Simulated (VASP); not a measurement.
# SnO2 (R-3m) in VASP: single point with LDA

Aim: the single point of SnO2 with LDA.

Program: VASP 6.6.1. These are calculated values, not measurements. Logs are shortened: lines on timing, memory, paths and dates and some standing lists are left out, and cuts for length are marked.

### Step 1. The cell of the first run

The structure is trigonal, space group R-3m (No. 166). Conventional cell: a = 3.234 Å, b = 3.234 Å, c = 14.402 Å, α = 90.00°, β = 90.00°, γ = 120.00°. Sn (site symmetry -3m) has 6 O at 2.13 Å within 2.8 Å. Within 2.8 Å of O (site symmetry 3m) lie 3 Sn at 2.13 Å and 3 O at 2.76 Å.

### Step 2. Single point, LDA

Contents of INCAR:

```
PREC     = Accurate       # precision mode
ENCUT    = 520            # plane-wave cutoff, eV
EDIFF    = 1E-7           # SCF threshold, eV
ISMEAR   = 0              # smearing method
SIGMA    = 0.01           # smearing width, eV
LREAL    = False          # projectors in reciprocal space
LASPH    = True           # aspherical terms in the spheres
NELM     = 100            # most SCF steps
ALGO     = Normal         # electronic algorithm
ISIF     = 2              # what is computed and relaxed
LWAVE    = False          # write WAVECAR
LCHARG   = False          # write CHGCAR
GGA      = CA             # functional
NBANDS   = 20             # bands
```

Contents of KPOINTS:

```
Automatic mesh
0
Gamma
  4 4 4
  0.5 0.5 0.5
```

Contents of POSCAR:

```
SnO2
1.0
    1.6170930000      0.9336290000      4.8005930000
   -1.6170930000      0.9336290000      4.8005930000
    0.0000000000     -1.8672580000      4.8005930000
Sn O
1 2
Direct
    0.5000000000      0.5000000000      0.5000000000
    0.2371700000      0.2371700000      0.2371700000
    0.7628300000      0.7628300000      0.7628300000
```

Potentials or basis: VASP PAW LDA potentials, release 64 (Sn_d, O).

Launch:

```sh
$ cat potpaw_LDA.64/Sn_d/POTCAR potpaw_LDA.64/O/POTCAR > POTCAR
$ mpirun -np 1 vasp_std > vasp.out
```

OUTCAR:

```text
PREC = Accurate
   ENCUT = 520
   EDIFF = 1E-7
   ISMEAR = 0
   LREAL = False
   LASPH = True
   NELM = 100
   ISIF = 2
   GGA = CA

 ion  position               nearest neighbor table
   1  0.500  0.500  0.500-   2 2.13   3 2.13   2 2.13   2 2.13   3 2.13   3 2.13
   2  0.237  0.237  0.237-   1 2.13   1 2.13   1 2.13
   3  0.763  0.763  0.763-   1 2.13   1 2.13   1 2.13

  LATTYP: Found a trigonal (rhomboedric) cell.
 ALAT       =     5.1509558367
 COS(alpha) =     0.8028828836

  Lattice vectors:

 A1 = (   1.6170930000,   0.9336290000,   4.8005930000)
 A2 = (  -1.6170930000,   0.9336290000,   4.8005930000)
 A3 = (   0.0000000000,  -1.8672580000,   4.8005930000)

Analysis of symmetry for initial positions (statically):
=====================================================================
 Subroutine PRICEL returns:
 Original cell was already a primitive cell.

 Routine SETGRP: Setting up the symmetry group for a
 trigonal (rhombohedral) supercell.

 Subroutine GETGRP returns: Found 12 space group operations
 (whereof 12 operations were pure point group operations)
 out of a pool of 12 trial point group operations.

The static configuration has the point symmetry D_3d.

Analysis of symmetry for dynamics (positions and initial velocities):
=====================================================================
 Subroutine PRICEL returns:
 Original cell was already a primitive cell.

 Routine SETGRP: Setting up the symmetry group for a
 trigonal (rhombohedral) supercell.

 Subroutine GETGRP returns: Found 12 space group operations
 (whereof 12 operations were pure point group operations)
 out of a pool of 12 trial point group operations.

The dynamic configuration has the point symmetry D_3d.

 Subroutine INISYM returns: Found 12 space group operations
 (whereof 12 operations are pure point group operations),
 and found     1 'primitive' translations

----------------------------------------------------------------------------------------

                                     Primitive cell

  volume of cell :      43.4866

  direct lattice vectors                    reciprocal lattice vectors
     1.617093000  0.933629000  4.800593000     0.309196812  0.178514878  0.069435866
    -1.617093000  0.933629000  4.800593000    -0.309196812  0.178514878  0.069435866
     0.000000000 -1.867258000  4.800593000     0.000000000 -0.357029755  0.069435866

  length of vectors
     5.150955837  5.150955837  5.150955794     0.363719080  0.363719080  0.363719103

  position of ions in fractional coordinates (direct lattice)
     0.500000000  0.500000000  0.500000000
     0.237170000  0.237170000  0.237170000
     0.762830000  0.762830000  0.762830000

  ion indices of the primitive-cell ions
   primitive index   ion index
                 1           1
                 2           2
                 3           3

----------------------------------------------------------------------------------------

 KPOINTS: Automatic mesh

Automatic generation of k-mesh.
 Grid dimensions read from file:
 generate k-points for:    4    4    4

 Generating k-lattice:

  Cartesian coordinates                     Fractional coordinates (reciprocal lattice)
     0.077299203  0.044628719  0.017358967     0.250000000  0.000000000  0.000000000
    -0.077299203  0.044628719  0.017358967     0.000000000  0.250000000  0.000000000
     0.000000000 -0.089257439  0.017358967     0.000000000  0.000000000  0.250000000

  Length of vectors
     0.090929770  0.090929770  0.090929776

  Shift w.r.t. Gamma in fractional coordinates (k-lattice)
     0.500000000  0.500000000  0.500000000

 Subroutine IBZKPT returns following result:
 ===========================================

 Found     10 irreducible k-points:

 Following reciprocal coordinates:
            Coordinates               Weight
  0.125000  0.125000  0.125000      2.000000
  0.375000  0.125000  0.125000      6.000000
 -0.375000  0.125000  0.125000      6.000000
 -0.125000  0.125000  0.125000      6.000000
  0.375000  0.375000  0.125000      6.000000
 -0.375000  0.375000  0.125000     12.000000
 -0.125000  0.375000  0.125000     12.000000
 -0.375000 -0.375000  0.125000      6.000000
  0.375000  0.375000  0.375000      2.000000
 -0.375000  0.375000  0.375000      6.000000
   k-points           NKPTS =     10   k-points in BZ     NKDIM =     10   number of bands    NBANDS=     20
   number of dos      NEDOS =    301   number of ions     NIONS =      3
   total plane-waves  NPLWV =  64000
   dimension x,y,z NGX =    40 NGY =   40 NGZ =   40
   dimension x,y,z NGXF=    80 NGYF=   80 NGZF=   80
   ions per type =               1   2
   NGX,Y,Z   is equivalent  to a cutoff of  12.91, 12.91, 12.91 a.u.
   NGXF,Y,Z  is equivalent  to a cutoff of  25.82, 25.82, 25.82 a.u.
 SYSTEM =  unknown system
   PREC   = accura    normal or accurate (medium, high low for compatibility)
   ISTART =      0    job   : 0-new  1-cont  2-samecut
   ICHARG =      2    charge: 1-file 2-atom 10-const
   ISPIN  =      1    spin polarized calculation?
   LNONCOLLINEAR =      F non collinear calculations
   LSORBIT =      F    spin-orbit coupling
   LASPH  =      T    aspherical Exc in radial PAW
   ENCUT  =  520.0 eV  38.22 Ry    6.18 a.u.   9.58  9.58  9.58*2*pi/ulx,y,z
   NELM   =    100;   NELMIN=  2; NELMDL= -5     # of ELM steps
   EDIFF  = 0.1E-06   stopping-criterion for ELM
   LREAL  =      F    real-space projection
   EDIFFG = 0.1E-05   stopping-criterion for IOM
   NSW    =      0    number of steps for IOM
   IBRION =     -1    ionic relax: 0-MD 1-quasi-New 2-CG
   NFREE  =      0    steps in history (QN), initial steepest desc. (CG)
   ISIF   =      2    stress and relaxation
   ISYM   =      2    0-nonsym 1-usesym 2-fastsym
   POTIM  = 0.5000    time-step for ionic-motion
   TEBEG  =    0.0;   TEEND  =   0.0 temperature during run
   PSTRESS=    0.0 pullay stress
   NELECT =      26.0000    total number of electrons
   NUPDOWN=      -1.0000    fix difference up-down
   EMIN   =  10.00;   EMAX   =-10.00  energy-range for DOS
   EFERMI =   0.00;   METHOD = LEGACY
   ISMEAR =     0;   SIGMA  =   0.01  broadening in eV -4-tet -1-fermi 0-gaus
   EFERMI_NEDOS =   21; number of points for ismear=-14 and -15
   IALGO  =     38    algorithm
   IMIX   =      4    mixing-type and parameters
     AMIX     =   0.40;   BMIX     =  1.00
     AMIX_MAG =   1.60;   BMIX_MAG =  1.00
  volume/ion in A,a.u.               =      14.50        97.82
  Fermi-wavevector in a.u.,A,eV,Ry     =   1.379158  2.606231 25.879338  1.902078
  Thomas-Fermi vector in A             =   2.504154
   LORBIT       =      0    0 simple, 1 ext, 2 COOP (PROOUT), +10 PAW based schemes
   GGA     = CA    functional components
   LHFCALC =     F    Hartree Fock is set to
   AEXX    =    0.0000 exact exchange contribution
   IVDW    =     0    specifies the selected vdW correction
   LEPSILON=     F    determine dielectric tensor
   LRPA    =     F    only Hartree local field effects (RPA)
 non-spin polarized calculation
 Gauss-broadening in eV      SIGMA  =   0.01
  energy-cutoff  :      520.00
  volume of cell :       43.49
 maximum number of plane-waves:      1179
 NGX is ok and might be reduce to    40
   NGX = 19   NGY = 19   NGZ = 19

 number of electron      26.0000004 magnetization

 Free energy of the ion-electron system (eV)
  ---------------------------------------------------
  ext. energy  EPLUGINS =         0.00000000
  ---------------------------------------------------
  free energy    TOTEN  =       -20.42467947 eV

  energy without entropy =      -20.42467947  energy(sigma->0) =      -20.42467947

 E-fermi :   3.0244     XC(G=0): -10.5607

 val. band max:        2.9677220549   @ k =  -0.1250   0.1250   0.1250
 cond. band min:       4.9991998873   @ k =   0.1250   0.1250   0.1250
 fundamental gap:      2.0314778324
 Fermi energy:         3.0244318041

 k-point     1 :       0.1250    0.1250    0.1250
  band No.  band energies     occupation
      1     -16.9066      2.00000
      2     -16.7194      2.00000
      3     -16.7194      2.00000
      4     -16.5234      2.00000
      5     -16.5234      2.00000
      6     -14.7187      2.00000
[... 12 lines left out ...]
     19      19.7646      0.00000
     20      19.9457      0.00000

 k-point     2 :       0.3750    0.1250    0.1250
  band No.  band energies     occupation
      1     -17.1274      2.00000
      2     -16.7015      2.00000
      3     -16.6327      2.00000
      4     -16.5806      2.00000
      5     -16.5006      2.00000
      6     -14.2196      2.00000
[... 12 lines left out ...]
     19      16.0133      0.00000
     20      18.9555      0.00000

 k-point     3 :      -0.3750    0.1250    0.1250
  band No.  band energies     occupation
      1     -17.4617      2.00000
      2     -16.6752      2.00000
      3     -16.6218      2.00000
      4     -16.4868      2.00000
      5     -16.3969      2.00000
      6     -13.4668      2.00000
[... 12 lines left out ...]
     19      15.8026      0.00000
     20      16.5830      0.00000

 k-point     4 :      -0.1250    0.1250    0.1250
  band No.  band energies     occupation
      1     -17.1251      2.00000
      2     -16.7001      2.00000
      3     -16.6327      2.00000
      4     -16.5807      2.00000
      5     -16.5005      2.00000
      6     -14.2608      2.00000
[... 107 lines left out ...]
 k-point     9 :       0.3750    0.3750    0.3750
  band No.  band energies     occupation
      1     -16.9072      2.00000
      2     -16.7193      2.00000
      3     -16.7193      2.00000
      4     -16.5233      2.00000
      5     -16.5233      2.00000
      6     -14.6441      2.00000
[... 12 lines left out ...]
     19      19.1701      0.00000
     20      20.0889      0.00000

 k-point    10 :      -0.3750    0.3750    0.3750
  band No.  band energies     occupation
      1     -17.1285      2.00000
      2     -16.7021      2.00000
      3     -16.6324      2.00000
      4     -16.5812      2.00000
      5     -16.5006      2.00000
      6     -14.1719      2.00000
[... 12 lines left out ...]
     19      15.8209      0.00000
     20      17.9689      0.00000

------------------------ aborting loop because EDIFF is reached ----------------------------------------

  FORCE on cell =-STRESS in cart. coord.  units (eV):
  Direction    XX          YY          ZZ          XY          YZ          ZX
  --------------------------------------------------------------------------------------
  -------------------------------------------------------------------------------------
  Total       -2.4318226     -2.4318222     -1.9633132      0.0000000     -0.0000000      0.0000000
  in kB      -89.5956676    -89.5956524    -72.3343683      0.0000000     -0.0000000      0.0000000
  external PRESSURE =     -83.8418961 kB  Pullay stress =       0.0000000 kB

 VOLUME and BASIS-vectors are now :
 -----------------------------------------------------------------------------
  energy-cutoff  :      520.00
  volume of cell :       43.49
      direct lattice vectors                 reciprocal lattice vectors
     1.617093000  0.933629000  4.800593000     0.309196812  0.178514878  0.069435866
    -1.617093000  0.933629000  4.800593000    -0.309196812  0.178514878  0.069435866
     0.000000000 -1.867258000  4.800593000     0.000000000 -0.357029755  0.069435866

 POSITION                                       TOTAL-FORCE (eV/Angst)
 -----------------------------------------------------------------------------------
      0.00000      0.00000      7.20089         0.000000      0.000000     -0.000000
      0.00000      0.00000      3.41567        -0.000000      0.000000     -0.623680
      0.00000      0.00000     10.98611        -0.000000     -0.000000      0.623680
 -----------------------------------------------------------------------------------
    total drift:                                0.000000      0.000000      0.000000

  FREE ENERGIE OF THE ION-ELECTRON SYSTEM (eV)
  ---------------------------------------------------
  free  energy   TOTEN  =       -20.4246794663 eV

  energy  without entropy=      -20.4246794663  energy(sigma->0) =      -20.42467947
```

Run time: 14 s. Hardware: 1 thread of Intel Xeon Platinum 8488C (Sapphire Rapids), shared host; peak memory 0.18 GiB.

Results:

```
Free energy            : -20.4247 eV
Pressure               : -8.4 GPa
Largest force          : 0.624 eV/Å
Band gap on the k mesh : 2.03 eV, indirect (least direct gap 2.36 eV)
```

Forces in eV/Å, atoms in the order of the input:
```
Sn   0.000  0.000  0.000
O    0.000  0.000 -0.624
O    0.000  0.000  0.624
```

Levels at points of the mesh, in eV from the valence-band top:
| k point | band 9 | band 10 | band 11 | band 12 | band 13 | band 14 | band 15 | band 16 | band 17 | band 18 |
| --- | --- | --- | --- | --- | --- | --- | --- | --- | --- | --- |
| (0.12, 0.12, 0.12) | -1.28 | -1.28 | -0.87 | -0.87 | -0.32 | 2.03 | 5.52 | 10.79 | 10.79 | 11.38 |

Caveat: the k points lie up to 0.57 Å⁻¹ apart; spin-orbit coupling is left out, which moves the levels of the heavy elements. A k mesh can miss the band edges.
